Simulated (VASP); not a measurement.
HgTe, 2 atoms in the cell. It takes space group I-4m2 (No. 119, tetragonal). Conventional cell: a = 5.732 Å, b = 5.732 Å, c = 3.522 Å, α = 90.00°, β = 90.00°, γ = 90.00°. Within 3.9 Å of Hg (site symmetry -4m2) lie 8 Te at 3.00 to 3.90 Å and 2 Hg at 3.52 Å. Within 3.9 Å of Te (site symmetry -4m2) lie 8 Hg at 3.00 to 3.90 Å and 2 Te at 3.52 Å.  This cell differs from its parent crystal: ratio of the length along z to the lengths across it x 1.2, volume and fractional coordinates fixed.

| Item | Value |
| --- | --- |
| Program | VASP 6.6.1 |
| Task | single point |
| Functional | PBEsol |
| Potentials or basis | VASP PAW PBE potentials, release 64 (Hg, Te) |
| Cutoff | 520 eV |
| k mesh | 18 × 18 × 18 |
| Occupations | gaussian, width 0.15 eV |
| Spin | no spin polarisation |
| Dipole correction | no |
| Further INCAR settings | ALGO = Normal; EDIFF = 1e-06; NBANDS = 16 |

Potentials or basis: VASP PAW PBE potentials, release 64 (Hg, Te).

Command:

```console
$ cat potpaw_PBE.64/Hg/POTCAR potpaw_PBE.64/Te/POTCAR > POTCAR
$ mpirun -np 1 vasp_std > vasp.out
```

Hardware: 1 thread of AMD EPYC 7R13, on a shared host.

Question: Estimate the wall time of this run.

Answer: Wall time 10 min on 1 thread of AMD EPYC 7R13, on a shared host, peak memory 0.58 GiB. Counts: scf iterations 12, k points 480.
